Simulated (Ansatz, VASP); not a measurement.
# WS: VASP beside Ansatz

```
W S
1.0
     0.00000    2.95947    2.95947
     2.95947    0.00000    2.95947
     2.95947    2.95947    0.00000
W S
1 1
Direct
  0.00000 0.00000 0.00000
  0.25000 0.25000 0.25000
```

Alike in both runs: task relaxation of cell and atoms; functional r2SCAN; k mesh 12 × 12 × 12; occupations gaussian, width 0.1 eV; no spin polarisation; Hubbard terms W d U = 6.2 eV.

```csv
,VASP,Ansatz
version,VASP 6.6.1,Ansatz 0.2.0
potentials or method,"VASP PAW PBE potentials, release 64 (W_sv, S), cutoff 600 eV","scalar-relativistic, plane waves, PAW"
valence electrons in the cell,20,20
```

Ansatz gave:

```
relaxed volume (Å³/atom)                                                      : 24.14
relaxed length of the cell vector where the two differ most in proportion (Å) : 4.087
```

**Question.** Estimate VASP's values.

**Answer.** Relaxed volume (Å³/atom): 20.44; relaxed length of the cell vector where the two differ most in proportion (Å): 3.867.

VASP's potentials were made for PBE, not for r2SCAN. The programs project onto different local orbitals, so the same U acts differently, and such runs can settle in different states.

Neither program's run includes spin-orbit coupling. Noted on VASP's run: the volume moved by over 15 % at a fixed basis, so the end points are rough.
